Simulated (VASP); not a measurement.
# ScSi2 (P-3m1) in VASP: a series of runs, part 2 of 2

VASP 6.6.1.

### Step 3. Single point, PBE

This run uses another cell than the first one, of 21.62 Å³/atom, 1.240 times its volume.

Contents of INCAR:

```
PREC = Accurate ; ENCUT = 520
EDIFF = 1E-6 ; ISMEAR = 0
SIGMA = 0.1 ; LREAL = F
LASPH = T ; NELM = 100
ALGO = Normal ; ISIF = 2
LWAVE = F ; LCHARG = F
GGA = PE ; NBANDS = 16
```

Contents of KPOINTS:

```
Automatic mesh
0
Gamma
  6 6 4
```

Contents of POSCAR:

```
ScSi2
1.0
    3.4171346600      0.0000000000      0.0000000000
   -1.7085673300      2.9593254200      0.0000000000
    0.0000000000      0.0000000000      6.4134317400
Sc Si
1 2
Direct
    0.0000000000      0.0000000000      0.0000000000
    0.3333333300      0.6666666700      0.3534775000
    0.6666666700      0.3333333300      0.6465225000
```

Potentials or basis: VASP PAW PBE potentials, release 64 (Sc_sv, Si).

Launch:

```
> cat potpaw_PBE.64/Sc_sv/POTCAR potpaw_PBE.64/Si/POTCAR > POTCAR
> mpirun -np 1 vasp_std > vasp.out
```

OUTCAR:

```text
PREC = Accurate
   ENCUT = 520
   EDIFF = 1E-6
   ISMEAR = 0
   LREAL = F
   LASPH = T
   NELM = 100
   ISIF = 2
   GGA = PE

 ion  position               nearest neighbor table
   1  0.000  0.000  0.000-   2 3.01   3 3.01   2 3.01   3 3.01   3 3.01   2 3.01
   2  0.333  0.667  0.353-   3 2.72   3 2.72   3 2.72   1 3.01   1 3.01   1 3.01
   3  0.667  0.333  0.647-   2 2.72   2 2.72   2 2.72   1 3.01   1 3.01   1 3.01

  LATTYP: Found a hexagonal cell.
 ALAT       =     3.4171346600
 C/A-ratio  =     1.8768448944

  Lattice vectors:

 A1 = (   3.4171346600,   0.0000000000,   0.0000000000)
 A2 = (  -1.7085673300,   2.9593254200,   0.0000000000)
 A3 = (   0.0000000000,   0.0000000000,   6.4134317400)

Analysis of symmetry for initial positions (statically):
=====================================================================
 Subroutine PRICEL returns:
 Original cell was already a primitive cell.

 Routine SETGRP: Setting up the symmetry group for a
 hexagonal supercell.

 Subroutine GETGRP returns: Found 12 space group operations
 (whereof 12 operations were pure point group operations)
 out of a pool of 24 trial point group operations.

The static configuration has the point symmetry D_3d.

Analysis of symmetry for dynamics (positions and initial velocities):
=====================================================================
 Subroutine PRICEL returns:
 Original cell was already a primitive cell.

 Routine SETGRP: Setting up the symmetry group for a
 hexagonal supercell.

 Subroutine GETGRP returns: Found 12 space group operations
 (whereof 12 operations were pure point group operations)
 out of a pool of 24 trial point group operations.

The dynamic configuration has the point symmetry D_3d.

 Subroutine INISYM returns: Found 12 space group operations
 (whereof 12 operations are pure point group operations),
 and found     1 'primitive' translations

[... 112 lines left out ...]
   IALGO  =     38    algorithm
   IMIX   =      4    mixing-type and parameters
     AMIX     =   0.40;   BMIX     =  1.00
     AMIX_MAG =   1.60;   BMIX_MAG =  1.00
  volume/ion in A,a.u.               =      21.62       145.89
  Fermi-wavevector in a.u.,A,eV,Ry     =   1.087287  2.054675 16.084718  1.182193
  Thomas-Fermi vector in A             =   2.223443
   LORBIT       =      0    0 simple, 1 ext, 2 COOP (PROOUT), +10 PAW based schemes
   GGA     = PE    functional components
   LHFCALC =     F    Hartree Fock is set to
   AEXX    =    0.0000 exact exchange contribution
   IVDW    =     0    specifies the selected vdW correction
   LEPSILON=     F    determine dielectric tensor
   LRPA    =     F    only Hartree local field effects (RPA)
 non-spin polarized calculation
 Gauss-broadening in eV      SIGMA  =   0.10
  energy-cutoff  :      520.00
  volume of cell :       64.86
 maximum number of plane-waves:      1763
 NGX is ok and might be reduce to    28
   NGX = 13   NGY = 13   NGZ = 23

 number of electron      19.0000004 magnetization

 Free energy of the ion-electron system (eV)
  ---------------------------------------------------
  ext. energy  EPLUGINS =         0.00000000
  ---------------------------------------------------
  free energy    TOTEN  =       -16.50454811 eV

  energy without entropy =      -16.47949336  energy(sigma->0) =      -16.49202074

 E-fermi :   5.1467     XC(G=0):  -9.8474

 val. band max:        5.1429753046   @ k =   0.0000   0.1667   0.2500
 cond. band min:       5.1485176092   @ k =   0.3333  -0.0000   0.5000
 fundamental gap:      0.0055423046
 Fermi energy:         5.1466809286

 k-point     1 :       0.0000    0.0000    0.0000
  band No.  band energies     occupation
      1     -44.6356      2.00000
      2     -23.2598      2.00000
      3     -23.1498      2.00000
      4     -23.1498      2.00000
      5      -5.5312      2.00000
      6      -1.5366      2.00000
[... 433 lines left out ...]
      3     -23.2831      2.00000
      4     -23.2250      2.00000
      5      -1.1628      2.00000
      6      -1.1628      2.00000
[... 8 lines left out ...]
     15       8.5627      0.00000
     16      10.9420      0.00000

------------------------ aborting loop because EDIFF is reached ----------------------------------------

  FORCE on cell =-STRESS in cart. coord.  units (eV):
  Direction    XX          YY          ZZ          XY          YZ          ZX
  --------------------------------------------------------------------------------------
  -------------------------------------------------------------------------------------
  Total       -4.4548727     -4.4548727     -4.5682354      0.0000000      0.0000000      0.0000000
  in kB     -110.0526702   -110.0526699   -112.8531700      0.0000000      0.0000000      0.0000000
  external PRESSURE =    -110.9861700 kB  Pullay stress =       0.0000000 kB

 VOLUME and BASIS-vectors are now :
 -----------------------------------------------------------------------------
  energy-cutoff  :      520.00
  volume of cell :       64.86
      direct lattice vectors                 reciprocal lattice vectors
     3.417134660  0.000000000  0.000000000     0.292642842  0.168957424  0.000000000
    -1.708567330  2.959325420  0.000000000     0.000000000  0.337914848  0.000000000
     0.000000000  0.000000000  6.413431740     0.000000000  0.000000000  0.155922763

 POSITION                                       TOTAL-FORCE (eV/Angst)
 -----------------------------------------------------------------------------------
      0.00000      0.00000      0.00000         0.000000      0.000000      0.000000
     -0.00000      1.97288      2.26700         0.000000      0.000000      0.281827
      1.70857      0.98644      4.14643        -0.000000      0.000000     -0.281827
 -----------------------------------------------------------------------------------
    total drift:                                0.000000     -0.000000     -0.000000

  FREE ENERGIE OF THE ION-ELECTRON SYSTEM (eV)
  ---------------------------------------------------
  free  energy   TOTEN  =       -16.5045481145 eV

  energy  without entropy=      -16.4794933637  energy(sigma->0) =      -16.49202074
```

Wall time 28 s (1 thread of AMD EPYC 7R13 (Zen 3), shared host); peak memory 0.16 GiB.

Results:

```yaml
Free_energy: -16.5045 eV
Pressure: -11.1 GPa
Largest_force: 0.282 eV/Å
```

Forces on the atoms (eV/Å):
```
Sc   0.000  0.000  0.000
Si   0.000  0.000  0.282
Si   0.000  0.000 -0.282
```

Stress tensor (GPa, compression positive):
```
-11.01   0.00   0.00
  0.00 -11.01   0.00
  0.00   0.00 -11.29
```

Levels at points of the mesh, in eV from the Fermi level:
| k point | band 6 | band 7 | band 8 | band 9 | band 10 | band 11 | band 12 | band 13 |
| --- | --- | --- | --- | --- | --- | --- | --- | --- |
| (0.00, 0.00, 0.00) | -6.68 | -4.37 | 0.45 | 1.14 | 1.14 | 2.26 | 2.26 | 3.57 |
| (0.50, 0.00, 0.00) | -6.31 | -3.79 | -2.11 | -0.88 | -0.41 | 0.64 | 1.11 | 1.28 |
| (0.00, 0.00, 0.50) | -7.62 | -1.92 | -1.34 | 1.24 | 1.24 | 2.21 | 2.21 | 3.07 |
| (0.50, 0.00, 0.50) | -6.08 | -3.64 | -3.24 | -0.82 | 0.14 | 0.14 | 2.31 | 2.76 |

### Step 4. Relaxation of cell and atoms, PBE

This run uses another cell than the first one, of 21.62 Å³/atom, 1.240 times its volume.

Contents of INCAR:

```
ALGO     = Normal         # electronic algorithm
EDIFF    = 1E-7           # SCF threshold, eV
EDIFFG   = -0.04          # ionic threshold
ENCUT    = 600            # plane-wave cutoff, eV
GGA      = PE             # functional
IBRION   = 2              # ionic algorithm
ISIF     = 3              # what is computed and relaxed
ISMEAR   = 0              # smearing method
LASPH    = True           # aspherical terms in the spheres
LCHARG   = False          # write CHGCAR
LREAL    = False          # projectors in reciprocal space
LWAVE    = False          # write WAVECAR
NELM     = 100            # most SCF steps
NSW      = 90             # ionic steps
PREC     = Accurate       # precision mode
SIGMA    = 0.1            # smearing width, eV
```

Contents of KPOINTS:

```
k-points
0
Gamma
  6 6 4
```

POSCAR is that of step 3.

Launch:

```
> cat potpaw_PBE.64/Sc_sv/POTCAR potpaw_PBE.64/Si/POTCAR > POTCAR
> mpirun -np 1 vasp_std > vasp.out
```

It took 2.6 min on 1 thread of AMD EPYC 7R13 (Zen 3), shared host; peak memory 0.19 GiB.

The run converged. Its results:

```
Free energy                            : -17.0565 eV
Relaxed volume                         : 17.40 Å³/atom
Relaxed cell                           : a = 3.091 Å, b = 3.091 Å, c = 6.310 Å, α = 90.00°, β = 90.00°, γ = 120.00°
Space group after relaxing (to 0.05 Å) : P-3m1 (No. 164)
Energy gained by relaxing              : 183.9 meV/atom
Ionic steps                            : 10
Pressure after relaxing                : 0.2 GPa
Largest force after relaxing           : 0.006 eV/Å
```

Forces on the atoms (eV/Å):
```
Sc   0.000  0.000  0.000
Si   0.000  0.000  0.006
Si   0.000  0.000 -0.006
```

The path:
| step | energy change (eV) | largest force (eV/Å) | pressure (GPa) | volume (Å³) |
| --- | --- | --- | --- | --- |
| 1 | 0.0000 | 0.2806 | -11.06 | 64.86 |
| 2 | -0.4290 | 0.0075 | 3.73 | 51.83 |
| 3 | -0.4522 | 0.0827 | 0.05 | 53.83 |
| 4 | -0.5040 | 0.1846 | 0.00 | 53.22 |
| 5 | -0.5073 | 0.2889 | 0.90 | 51.19 |
| 6 | -0.5491 | 0.2015 | 0.27 | 52.25 |
| 7 | -0.5491 | 0.1998 | 0.29 | 52.21 |
| 8 | -0.5510 | 0.0154 | -0.39 | 52.46 |
| 9 | -0.5512 | 0.0509 | -0.24 | 52.41 |
| 10 | -0.5518 | 0.0057 | 0.16 | 52.21 |

Final structure:
```yaml
crystal:
  lattice:
    - [3.09107, 0.00000, 0.00000]
    - [-1.54554, 2.67695, 0.00000]
    - [0.00000, 0.00000, 6.31023]
  atoms:
    - { symbol: Sc, position: [0.00000, 0.00000, 0.00000] }
    - { symbol: Si, position: [0.33333, 0.66667, 0.35495] }
    - { symbol: Si, position: [0.66667, 0.33333, 0.64505] }
```

Levels at points of the mesh, in eV from the Fermi level:
| k point | band 7 | band 8 | band 9 | band 10 | band 11 | band 12 | band 13 |
| --- | --- | --- | --- | --- | --- | --- | --- |
| (0.00, 0.00, 0.00) | -5.04 | 0.04 | 1.78 | 1.78 | 3.31 | 3.31 | 5.19 |
| (0.50, 0.00, 0.00) | -4.30 | -2.37 | -1.14 | -0.28 | 1.45 | 1.55 | 2.08 |
| (0.00, 0.00, 0.50) | -2.64 | -1.78 | 1.82 | 1.82 | 3.25 | 3.25 | 3.88 |
| (0.50, 0.00, 0.50) | -3.77 | -3.63 | -1.22 | -0.14 | 0.95 | 2.92 | 3.58 |

Caveat: the volume moved by over 15 % at a fixed basis, so the end points are rough.

### Step 5. Single point, PBE, collinear spin, ferromagnetic start

Contents of INCAR:

```
SYSTEM = ScSi2
PREC = Accurate ; ENCUT = 520
EDIFF = 1E-6 ; ISMEAR = 0
SIGMA = 0.1 ; LREAL = .FALSE.
LASPH = .TRUE. ; NELM = 150
ALGO = Normal ; ISIF = 2
LWAVE = .FALSE. ; LCHARG = .FALSE.
ISPIN = 2 ; MAGMOM = 1 0 0
LORBIT = 11 ; LMAXMIX = 4
GGA = PE ; NBANDS = 20
```

Contents of KPOINTS:

```
regular mesh
0
G
  6 6 4
  0 0 0
```

Contents of POSCAR:

```
ScSi2
1.0
    3.0921125675      0.0000000000      0.0000000000
   -1.5460562838      2.6778480348      0.0000000000
    0.0000000000      0.0000000000      6.3146326181
Sc Si
1 2
Direct
    0.0000000000      0.0000000000      0.0000000000
    0.3333333333      0.6666666667      0.3548678282
    0.6666666667      0.3333333333      0.6451321718
```

Potentials or basis: VASP PAW PBE potentials, release 64 (Sc_sv, Si).

Launch:

```
> cat potpaw_PBE.64/Sc_sv/POTCAR potpaw_PBE.64/Si/POTCAR > POTCAR
> mpirun -np 1 vasp_std > vasp.out
```

OUTCAR:

```text
SYSTEM = ScSi2
   PREC = Accurate
   ENCUT = 520
   EDIFF = 1E-6
   ISMEAR = 0
   LREAL = .FALSE.
   LASPH = .TRUE.
   NELM = 150
   ISIF = 2
   ISPIN = 2
   LORBIT = 11
   GGA = PE

 ion  position               nearest neighbor table
   1  0.000  0.000  0.000-   2 2.87   3 2.87   3 2.87   2 2.87   3 2.87   2 2.87
   2  0.333  0.667  0.355-   3 2.56   3 2.56   3 2.56   1 2.87   1 2.87   1 2.87
   3  0.667  0.333  0.645-   2 2.56   2 2.56   2 2.56   1 2.87   1 2.87   1 2.87

  LATTYP: Found a hexagonal cell.
 ALAT       =     3.0921125675
 C/A-ratio  =     2.0421742353

  Lattice vectors:

 A1 = (   3.0921125675,   0.0000000000,   0.0000000000)
 A2 = (  -1.5460562838,   2.6778480348,   0.0000000000)
 A3 = (   0.0000000000,   0.0000000000,   6.3146326181)

Analysis of symmetry for initial positions (statically):
=====================================================================
 Subroutine PRICEL returns:
 Original cell was already a primitive cell.

 Routine SETGRP: Setting up the symmetry group for a
 hexagonal supercell.

 Subroutine GETGRP returns: Found 12 space group operations
 (whereof 12 operations were pure point group operations)
 out of a pool of 24 trial point group operations.

The static configuration has the point symmetry D_3d.

Analysis of symmetry for dynamics (positions and initial velocities):
=====================================================================
 Subroutine PRICEL returns:
 Original cell was already a primitive cell.

 Routine SETGRP: Setting up the symmetry group for a
 hexagonal supercell.

 Subroutine GETGRP returns: Found 12 space group operations
 (whereof 12 operations were pure point group operations)
 out of a pool of 24 trial point group operations.

The dynamic configuration has the point symmetry D_3d.

Analysis of structural, dynamic, and magnetic symmetry:
=====================================================================
 Subroutine PRICEL returns:
[... 155 lines left out ...]
  free energy    TOTEN  =       -17.06142330 eV

  energy without entropy =      -17.04999543  energy(sigma->0) =      -17.05570937

 E-fermi :   7.0097     XC(G=0): -10.7130

 val. band max:        7.0049454263   @ k =   0.3333  -0.0000   0.0000
 cond. band min:       7.0265583436   @ k =   0.1667   0.1667   0.5000
 fundamental gap:      0.0216129173
 Fermi energy:         7.0097368705

 spin component 1

 k-point     1 :       0.0000    0.0000    0.0000
  band No.  band energies     occupation
      1     -42.1608      1.00000
      2     -20.8224      1.00000
      3     -20.5736      1.00000
      4     -20.5736      1.00000
      5      -5.1407      1.00000
      6      -0.5999      1.00000
[... 528 lines left out ...]
      6       0.7099      1.00000
[... 12 lines left out ...]
     19      15.4259      0.00000
     20      15.4259      0.00000
 Fermi energy:         7.0097368705

 spin component 2

 k-point     1 :       0.0000    0.0000    0.0000
  band No.  band energies     occupation
      1     -41.8243      1.00000
      2     -20.5103      1.00000
      3     -20.2205      1.00000
      4     -20.2205      1.00000
      5      -5.0575      1.00000
      6      -0.4815      1.00000
[... 541 lines left out ...]
     19      15.9218      0.00000
     20      15.9218      0.00000

------------------------ aborting loop because EDIFF is reached ----------------------------------------

  FORCE on cell =-STRESS in cart. coord.  units (eV):
  Direction    XX          YY          ZZ          XY          YZ          ZX
  --------------------------------------------------------------------------------------
  -------------------------------------------------------------------------------------
  Total        0.0806672      0.0806672     -0.2028151     -0.0000000      0.0000000      0.0000000
  in kB        2.4718270      2.4718270     -6.2147206     -0.0000000      0.0000000      0.0000000
  external PRESSURE =      -0.4236889 kB  Pullay stress =       0.0000000 kB

 VOLUME and BASIS-vectors are now :
 -----------------------------------------------------------------------------
  energy-cutoff  :      520.00
  volume of cell :       52.29
      direct lattice vectors                 reciprocal lattice vectors
     3.092112568  0.000000000  0.000000000     0.323403491  0.186717093  0.000000000
    -1.546056284  2.677848035  0.000000000     0.000000000  0.373434186  0.000000000
     0.000000000  0.000000000  6.314632618     0.000000000  0.000000000  0.158362340

 POSITION                                       TOTAL-FORCE (eV/Angst)
 -----------------------------------------------------------------------------------
      0.00000      0.00000      0.00000         0.000000      0.000000      0.000000
     -0.00000      1.78523      2.24086         0.000000      0.000000      0.102096
      1.54606      0.89262      4.07377        -0.000000      0.000000     -0.102096
 -----------------------------------------------------------------------------------
    total drift:                               -0.000000      0.000000      0.000000

  FREE ENERGIE OF THE ION-ELECTRON SYSTEM (eV)
  ---------------------------------------------------
  free  energy   TOTEN  =       -17.0614232989 eV

  energy  without entropy=      -17.0499954323  energy(sigma->0) =      -17.05570937

 total charge

# of ion       s       p       d       tot
------------------------------------------
    1        2.231   6.161   1.149   9.541
    2        0.812   0.757   0.000   1.569
    3        0.812   0.757   0.000   1.569
--------------------------------------------------
tot          3.856   7.675   1.149  12.679

 magnetization (x)

# of ion       s       p       d       tot
------------------------------------------
    1        0.019   0.044   0.398   0.461
    2        0.003   0.016   0.000   0.019
    3        0.003   0.016   0.000   0.019
--------------------------------------------------
tot          0.024   0.077   0.398   0.499
```

Wall time 41 s (1 thread of AMD EPYC 7R13 (Zen 3), shared host); peak memory 0.18 GiB.

Results:

```
Free energy                                           : -17.0614 eV
Pressure                                              : 0.0 GPa
Largest force                                         : 0.102 eV/Å
Net moment                                            : 0.85 μB per cell
Site moments                                          : Sc +0.46; Si +0.02 μB
Valence electrons inside the program's atomic spheres : Sc 9.54; Si 1.57
```

Forces on the atoms (eV/Å):
```
Sc   0.000  0.000  0.000
Si   0.000  0.000  0.102
Si   0.000  0.000 -0.102
```

Stress tensor (GPa, compression positive):
```
 0.25  0.00  0.00
 0.00  0.25  0.00
 0.00  0.00 -0.62
```

Caveat: the k points lie up to 0.39 Å⁻¹ apart.

### Step 6. Single point, PBE

This run uses another cell than the first one, of 17.21 Å³/atom, 0.987 times its volume.

Contents of INCAR:

```
PREC = Accurate
ENCUT = 520
EDIFF = 1E-6
ISMEAR = 0
SIGMA = 0.1
LREAL = F
LASPH = T
NELM = 60
ALGO = Normal
ISIF = 2
LWAVE = F
LCHARG = F
GGA = PE
NBANDS = 16
```

Contents of KPOINTS:

```
regular mesh
0
Gamma
  18 18 8
```

Contents of POSCAR:

```
ScSi2
1.0
    3.0478100298      0.0000000000      0.0000000000
   -1.5239050149      2.6394809117      0.0000000000
    0.0000000000      0.0000000000      6.4169509684
Sc Si
1 2
Direct
    0.0000000000      0.0000000000      0.0000000000
    0.3333333333      0.6666666667      0.3502932063
    0.6666666667      0.3333333333      0.6497067937
```

Potentials or basis: VASP PAW PBE potentials, release 64 (Sc_sv, Si).

Launch:

```
> cat potpaw_PBE.64/Sc_sv/POTCAR potpaw_PBE.64/Si/POTCAR > POTCAR
> mpirun -np 1 vasp_std > vasp.out
```

It took 2.4 min on 1 thread of AMD EPYC 7R13 (Zen 3), shared host; peak memory 0.3 GiB.

The run converged. Its results:

* Free energy: -16.9985 eV
* Pressure: 0.1 GPa
* Largest force: 0.013 eV/Å

Forces on the atoms (eV/Å):
```
Sc   0.000  0.000  0.000
Si   0.000  0.000  0.013
Si   0.000  0.000 -0.013
```

Levels at points of the mesh, in eV from the Fermi level:
| k point | band 8 | band 9 | band 10 | band 11 | band 12 | band 13 |
| --- | --- | --- | --- | --- | --- | --- |
| (0.00, 0.00, 0.00) | -0.13 | 1.95 | 1.95 | 3.51 | 3.51 | 4.00 |
| (0.50, 0.00, 0.00) | -2.62 | -1.17 | -0.40 | 1.40 | 1.82 | 2.21 |
| (0.00, 0.00, 0.50) | -1.95 | 1.98 | 1.98 | 3.46 | 3.46 | 3.50 |
| (0.50, 0.00, 0.50) | -3.78 | -1.41 | -0.19 | 1.19 | 2.65 | 3.77 |

### Step 7. The runs side by side

```tsv
task	spin	cell	k mesh	cutoff (eV)	gap on the mesh (eV)	pressure (GPa)	largest force (eV/Å)
single point	off	a = 3.092, b = 3.092, c = 6.315 Å, angles 90.0, 90.0, 120.0°, 3 atoms	6 × 6 × 4	520	none	0.0	0.01
single point	off	a = 3.417, b = 3.417, c = 6.413 Å, angles 90.0, 90.0, 120.0°, 3 atoms	6 × 6 × 4	520	none	-11.1	0.28
relaxation of cell and atoms	off	relaxed from a = 3.417, b = 3.417, c = 6.413 Å, angles 90.0, 90.0, 120.0°, 3 atoms	6 × 6 × 4	600	none	0.2	0.01
single point	collinear, ferromagnetic start	a = 3.092, b = 3.092, c = 6.315 Å, angles 90.0, 90.0, 120.0°, 3 atoms	6 × 6 × 4	520	none	0.0	0.10
single point	off	a = 3.048, b = 3.048, c = 6.417 Å, angles 90.0, 90.0, 120.0°, 3 atoms	18 × 18 × 8	520	none	0.1	0.01
```

Alike in all rows: level PBE; potentials or basis VASP PAW PBE potentials, release 64 (Sc_sv, Si); smearing gaussian 0.1 eV.

Caveats: some runs use coarse meshes; the volume moved by over 15 % at a fixed basis, so the end points are rough (some runs).

Absolute energies hang on the potentials; compare differences alone.
